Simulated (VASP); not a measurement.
## WC: single point with PBE+D3(BJ)

WC:

```
W C
1.0
    -3.02678   -5.24253    0.00000
     4.54016   -2.62126    0.00000
     0.00000    0.00000    5.92364
W C
8 8
Direct
  0.74140 0.49586 0.98888
  0.74138 0.49255 0.49014
  0.50455 0.00301 0.99578
  0.51728 0.00654 0.49053
  0.25342 0.51156 0.00260
  0.25454 0.49195 0.50093
  0.98349 0.99780 0.01128
  0.00000 0.00420 0.51916
  0.49209 0.64611 0.23570
  0.52575 0.64741 0.75094
  0.24034 0.16800 0.26009
  0.25116 0.15451 0.75138
  0.00569 0.67291 0.25202
  0.01784 0.66260 0.74714
  0.73640 0.16813 0.24505
  0.79097 0.16028 0.76895
```

```yaml
Program: VASP 6.6.1
Task: single point
Functional: PBE
Dispersion: D3(BJ)
Potentials_or_basis: VASP PAW PBE potentials, release 64 (W_sv, C)
Cutoff: 520 eV
k_mesh: 2 × 2 × 2
Occupations: fermi-dirac, width 0.17 eV
Spin: no spin polarisation
```

```json
{
 "Pressure": "-33.3 GPa",
 "Largest force": "3.827 eV/Å",
 "Band gap on the k mesh": "zero (band 72 reaches 9.88 eV, above the bottom of band 73 at 9.71 eV)",
 "Dispersion energy per atom": "-0.406 eV"
}
```

Forces in eV/Å, atoms in the order of the input:
```
W   -0.882 -1.589  1.528
W   -0.126 -1.724  0.550
W   -0.207  0.926  0.098
W   -0.095  2.247  1.162
W   -0.974  1.337 -0.522
W    0.544 -0.085 -0.013
W   -1.906 -2.658  0.452
W   -1.402 -0.370 -2.174
C    0.822 -1.258  0.982
C    1.867  1.012 -0.741
C   -0.225 -0.267 -0.369
C    0.142 -1.039  0.118
C   -0.053  0.926  0.141
C    0.487  0.551  0.187
C   -0.415 -0.558  0.111
C    2.422  2.550 -1.510
```

Stress tensor (GPa, compression positive):
```
-29.72   0.62  -0.98
  0.62 -31.51  -0.95
 -0.98  -0.95 -38.81
```

Levels at points of the mesh, in eV from the Fermi level:
```csv
k point,band 69,band 70,band 71,band 72,band 73,band 74,band 75,band 76
"(0.00, 0.00, 0.00)",-0.84,-0.61,-0.54,-0.16,-0.06,0.52,0.75,1.41
"(0.50, 0.00, 0.00)",-1.07,-0.85,-0.19,0.11,0.18,0.34,0.61,0.70
"(0.00, 0.50, 0.00)",-0.75,-0.71,-0.42,-0.18,0.81,0.92,1.40,1.54
"(0.50, 0.50, 0.00)",-1.64,-1.60,-1.32,-1.17,1.02,1.19,1.36,1.45
"(0.00, 0.00, 0.50)",-1.16,-1.12,-0.21,-0.16,0.23,0.38,0.66,0.80
"(0.50, 0.00, 0.50)",-1.21,-1.10,-0.96,-0.87,0.18,0.22,0.35,0.44
"(0.00, 0.50, 0.50)",-1.49,-1.29,-1.18,-1.06,0.52,0.60,0.68,0.91
"(0.50, 0.50, 0.50)",-1.54,-1.46,-1.46,-1.19,0.94,1.03,1.14,1.38
```

It took 6.4 min on 1 thread of AMD EPYC 7R43 64-Core Processor (Zen 3), with other jobs on the host, peak memory 0.29 GiB.

Caveat: the k points lie up to 0.60 Å⁻¹ apart; spin-orbit coupling is left out, which moves the levels of the heavy elements; pairwise dispersion overbinds metals, which lowers pressure and volume; forces of over 1 eV/Å act on the atoms, so gaps and moduli don't describe the material at rest.
